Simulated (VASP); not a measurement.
Input of a VASP 6.6.1 run:

File INCAR:

```
ALGO = Normal
EDIFF = 1E-6
ENCUT = 520
GGA = PE
ISIF = 2
ISMEAR = 0
LASPH = T
LCHARG = T
LELF = T
LREAL = F
LVHAR = T
LWAVE = F
NBANDS = 35
NELM = 100
PREC = Accurate
SIGMA = 0.05
```

The input KPOINTS:

```
k-points
0
Gamma
  6 6 8
```

POSCAR

```
SnO2
1.0
    4.6828738467      0.0000000000      0.0000000000
    0.0000000000      4.6828738467      0.0000000000
    0.0000000000      0.0000000000      3.2379909407
Sn O
2 4
Direct
    0.0000000000      0.0000000000      0.0000000000
    0.5000000000      0.5000000000      0.5000000000
    0.3066050867      0.3066050867      0.0000000000
    0.1933949133      0.8066050867      0.5000000000
    0.6933949133      0.6933949133      0.0000000000
    0.8066050867      0.1933949133      0.5000000000
```

Potentials or basis: VASP PAW PBE potentials, release 64 (Sn_d, O).

Run with:

```sh
$ cat potpaw_PBE.64/Sn_d/POTCAR potpaw_PBE.64/O/POTCAR > POTCAR
$ mpirun -np 1 vasp_std > vasp.out
```

Task: Predict the pressure.

Result: 12.3 GPa.

Task: Estimate the largest force.

Result: 0.093 eV/Å.

Task: Estimate the band gap on the k mesh.

Result: 1.26 eV.

Stress tensor (GPa, compression positive):
```
13.30  0.00  0.00
 0.00 13.30  0.00
 0.00  0.00 10.38
```

Caveat: the cell differs from its parent crystal (strain -0.0300 x Voigt [1, 1, 0, 0, 0, 0]); the cell stands under pressure; spin-orbit coupling is left out, which moves the levels of the heavy elements.
